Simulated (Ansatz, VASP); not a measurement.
# Two plane-wave programs on BeTe

The input POSCAR:

```
BeTe
1.0
    0.0000000000      2.8003373911      2.8502011504
    2.8003373911      0.0000000000      2.8502011504
    2.8003373911      2.8003373911      0.0000000000
Be Te
1 1
Direct
    0.0000000000      0.0000000000      0.0000000000
    0.2500000000      0.2500000000      0.2500000000
```

Contents of INCAR.step1:

```
SYSTEM = BeTe
PREC = Accurate
ENCUT = 520
ISMEAR = 0
SIGMA = 0.01
LREAL = .FALSE.
LASPH = .TRUE.
NELM = 100
NBANDS = 11
GGA = PE
ALGO = Normal
EDIFF = 1E-4
LWAVE = .TRUE.
LCHARG = .FALSE.
```

File INCAR.step2:

```
SYSTEM = BeTe
PREC = Accurate
ENCUT = 520
EDIFF = 1E-6
ISMEAR = 0
SIGMA = 0.01
LREAL = .FALSE.
LASPH = .TRUE.
NELM = 100
ALGO = Normal
ISIF = 2
LWAVE = .FALSE.
LCHARG = .FALSE.
METAGGA = R2SCAN
LMIXTAU = .TRUE.
NBANDS = 11
ISTART = 1
```

KPOINTS

```
regular mesh
0
G
  8 8 8
  0 0 0
```

Input for Ansatz:

```yaml
crystal:
  lattice:
    - [0.0, 2.8003373911, 2.8502011504]
    - [2.8003373911, 0.0, 2.8502011504]
    - [2.8003373911, 2.8003373911, 0.0]
  atoms:
    - { symbol: Be, position: [0.0, 0.0, 0.0] }
    - { symbol: Te, position: [0.25, 0.25, 0.25] }
kpoints:
  mp_grid: { grid: [8, 8, 8] }
  band_path:
    path:
      - [0.0, 0.0, 0.0]
      - [-0.5, -0.5, 0.0]
      - [-0.375, -0.375, 0.25]
      - [-0.375, 0.0, 0.375]
      - [0.0, 0.0, 0.5]
      - [-0.5, -0.25, 0.25]
    npoints: 1
hamiltonian:
  xc: r2scan
scf:
  occupations: { method: fixed }
  n_extra_bands: 4
output:
  forces: true
  stress: true
  eigenvalues: true
```

Change from the starting cell: epitaxial_xy strain -1.0%.

Alike in both runs: task single point; functional r2SCAN; k mesh 8 × 8 × 8; no spin polarisation.

|  | VASP | Ansatz |
| --- | --- | --- |
| version | VASP 6.6.1 | Ansatz 0.2.0 |
| potentials or method | VASP PAW PBE potentials, release 64 (Be, Te) | plane waves, PAW |
| plane-wave cutoff (eV) | 520 | 500 |
| occupations | gaussian, width 0.01 eV | fixed |
| valence electrons in the cell | 8 | 18 |

Ansatz gave:

```
gap on the k mesh at the Fermi level (eV)                     : 2.27
pressure (GPa)                                                : 0.8
traceless stress, the component that is largest in VASP (GPa) : -0.77
```

Q: Which values does VASP return?

A: gap on the k mesh at the Fermi level (eV): 2.26; pressure (GPa): 0.9; traceless stress, the component that is largest in VASP (GPa): -0.77.

VASP's potentials were made for PBE, not for r2SCAN. VASP's potentials hold 8 valence electrons a cell and Ansatz's 18, so a difference there can come from the potentials and not from the codes.

Spin-orbit coupling is off throughout.
